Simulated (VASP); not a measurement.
Te2Pb3Se: single point with PBE

Te2Pb3Se:

```xyz
6
Lattice="-2.2867 2.2867 9.6710 2.2867 -2.2867 9.6710 2.2867 2.2867 -9.6710" Properties=species:S:1:pos:R:3 pbc="T T T"
Te    0.0000    0.0000   16.0882
Te    0.0000    0.0000    3.2539
Pb    0.0000    0.0000   12.7710
Pb    0.0000    0.0000    6.5711
Pb    0.0000    0.0000    0.0000
Se    0.0000    0.0000    9.6710
```

| Item | Value |
| --- | --- |
| Program | VASP 6.6.1 |
| Task | single point |
| Functional | PBE |
| Potentials or basis | VASP PAW PBE potentials, release 64 (Te, Pb_d, Se) |
| Cutoff | 520 eV |
| k mesh | 12 × 12 × 12 |
| Occupations | gaussian, width 0.02 eV |
| Spin | no spin polarisation |
| Dipole correction | no |
| Further INCAR settings | ALGO = Normal; EDIFF = 1e-06; NBANDS = 39 |

```yaml
Pressure: 0.0 GPa
Largest_force: 0.005 eV/Å
Band_gap_on_the_k_mesh: 0.53 eV
```

Forces on the atoms (eV/Å):
```
Te   0.000  0.000  0.005
Te   0.000  0.000 -0.005
Pb   0.000  0.000 -0.003
Pb   0.000  0.000  0.003
Pb   0.000  0.000  0.000
Se   0.000  0.000  0.000
```

Levels at points of the mesh, in eV from the valence-band top:
```csv
k point,band 26,band 27,band 28,band 29,band 30,band 31,band 32,band 33,band 34,band 35
"(0.00, 0.00, 0.00)",-2.34,-2.34,-1.38,-1.33,-1.33,3.72,3.79,4.02,4.02,4.03
"(0.50, 0.00, 0.00)",-0.90,-0.81,-0.71,-0.45,0.00,0.53,1.31,1.44,1.50,1.60
"(0.50, 0.50, 0.00)",-3.08,-2.70,-2.64,-1.38,-1.12,2.77,2.79,3.53,4.03,4.52
"(0.50, 0.50, 0.50)",-1.76,-1.68,-1.68,-0.71,-0.18,1.68,2.00,3.55,3.98,3.98
```

It took 25 min on 4 MPI ranks on Oxide Virtual Turin-like Processor (shared host), peak memory 1.8 GiB a rank.

Caveat: spin-orbit coupling is left out, which moves the levels of the heavy elements. A k mesh can miss the band edges.
